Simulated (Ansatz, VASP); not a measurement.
# Two plane-wave programs on Ni

```
Ni
1.0
    -1.36454    1.36454    1.36454
     1.36454   -1.36454    1.36454
     1.36454    1.36454   -1.36454
Ni
1
Cartesian
  0.0000 0.0000 0.0000
```

Alike in both runs: task single point; functional BLYP; k mesh 17 × 17 × 17; occupations fermi-dirac, width 0.05 eV; collinear spin.

```csv
,VASP,Ansatz
version,VASP 6.6.1,Ansatz 0.2.0
potentials or method,"VASP PAW PBE potentials, release 64 (Ni), cutoff 520 eV","plane waves (420 eV) with PAW, scalar-relativistic"
valence electrons in the cell,10,18
```

```csv
,VASP,Ansatz,Ansatz less VASP
net moment per atom (μB),0.44,0.45,+0.010
size of the moment on the site where the two differ most (μB),0.44,0.47,+0.029
```

VASP's potentials were made for PBE, not for BLYP. Site moments also hang on the region over which each program counts them. VASP's potentials hold 10 valence electrons a cell and Ansatz's 18, so a difference there can come from the potentials and not from the codes.
